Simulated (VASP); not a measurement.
Write the native input for VASP 6.6.1 that does the following.

| Property | Result |
| --- | --- |
| Task | single point |
| Functional | PBE |
| Potentials or basis | VASP PAW PBE potentials, release 64 (Cu) |
| Cutoff | 520 eV |
| k mesh | 18 × 18 × 18 |
| Occupations | fermi-dirac, width 0.0612256 eV |
| Spin | no spin polarisation |
| Dipole correction | no |
| Further INCAR settings | ALGO = Normal; EDIFF = 1e-06; NBANDS = 12 |

The structure of Cu lies in POSCAR:

```
Cu
1.0
    0.0000000000      1.7780789525      1.7780789525
    1.7780789525      0.0000000000      1.7780789525
    1.7780789525      1.7780789525      0.0000000000
Cu
1
Direct
    0.0000000000      0.0000000000      0.0000000000
```

One way to write it, as run:

INCAR

```
PREC = Accurate
ENCUT = 520
EDIFF = 1E-6
ISMEAR = -1
SIGMA = 0.06122561905347299
LREAL = F
LASPH = T
NELM = 60
ALGO = Normal
ISIF = 2
LWAVE = F
LCHARG = T
GGA = PE
LELF = T
LVHAR = T
NBANDS = 12
```

KPOINTS

```
regular mesh
0
Gamma
  18 18 18
```

Potentials or basis: VASP PAW PBE potentials, release 64 (Cu).

Command:

```bash
$ cat potpaw_PBE.64/Cu/POTCAR > POTCAR
$ mpirun -np 1 vasp_std > vasp.out
```

It gave:

```
Pressure               : 10.7 GPa
Band gap on the k mesh : zero (an odd number of electrons rules out a gap without spin polarisation)
```

Caveat: the cell stands under pressure.

Wall time 18 s on 1 thread of AMD EPYC 7R13 Processor (Zen 3), with other jobs on the host, peak memory 0.11 GiB.
